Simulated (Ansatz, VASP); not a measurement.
## One calculation of ZnS, two programs

```
Zn S
1.0
     0.00000    2.68448    2.68448
     2.68448    0.00000    2.68448
     2.68448    2.68448    0.00000
Zn S
1 1
Direct
  0.00000 0.00000 0.00000
  0.75000 0.75000 0.75000
```

Alike in both runs: task single point; functional r2SCAN; dispersion D4; k mesh 8 × 8 × 8; occupations gaussian, width 0.05 eV; no spin polarisation.

|  | VASP | Ansatz |
| --- | --- | --- |
| version | VASP 6.6.1 | Ansatz 0.2.0 |
| potentials or method | VASP PAW PBE potentials, release 64 (Zn, S), cutoff 520 eV | scalar-relativistic, plane waves, PAW |
| valence electrons in the cell | 18 | 18 |

|  | VASP | Ansatz | Ansatz less VASP |
| --- | --- | --- | --- |
| gap on the k mesh at the Fermi level (eV) | 2.77 | 2.75 | -0.011 |
| least direct gap on the mesh (eV) | 2.77 | 2.75 | -0.011 |
| pressure (GPa) | 0.0 | 0.0 | +0.01 |

VASP's potentials were made for PBE, not for r2SCAN.
